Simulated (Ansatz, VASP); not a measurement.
**One calculation of SiC, two programs**

```
Si C
1.0
     3.11517    0.00000    0.00000
    -1.55759    0.89928   17.83479
     1.55759   -2.69782    0.00000
Si C
7 7
Direct
  0.00000 0.00000 0.00000
  0.19100 0.57300 0.19100
  0.28600 0.85800 0.28600
  0.42900 0.28700 0.42900
  0.57100 0.71300 0.57100
  0.71400 0.14200 0.71400
  0.81000 0.43000 0.81000
  0.03600 0.10800 0.03600
  0.22600 0.67800 0.22600
  0.32100 0.96300 0.32100
  0.46400 0.39200 0.46400
  0.60700 0.82100 0.60700
  0.75000 0.25000 0.75000
  0.84500 0.53500 0.84500
```

Alike in both runs: task single point; functional PBE; k mesh 7 × 7 × 7; no spin polarisation.

```csv
,VASP,Ansatz
version,VASP 6.6.1,Ansatz 0.2.0
potentials or method,"VASP PAW PBE potentials, release 64 (Si, C), cutoff 520 eV",PAW plane waves
occupations,"fermi-dirac, width 0.1 eV",fermi-dirac
valence electrons in the cell,56,56
```

|  | VASP | Ansatz | Ansatz less VASP |
| --- | --- | --- | --- |
| pressure (GPa) | -3.9 | -3.9 | +0.04 |
| traceless stress, the component that is largest in VASP (GPa) | 1.02 | 1.02 | 0.000 |
| rms of the force components (eV/Å) | 0.432 | 0.434 | +0.0015 |

Atom by atom the forces differ by 0.002 eV/Å (rms over components). Ansatz's warnings: structure snapped to symmetry.
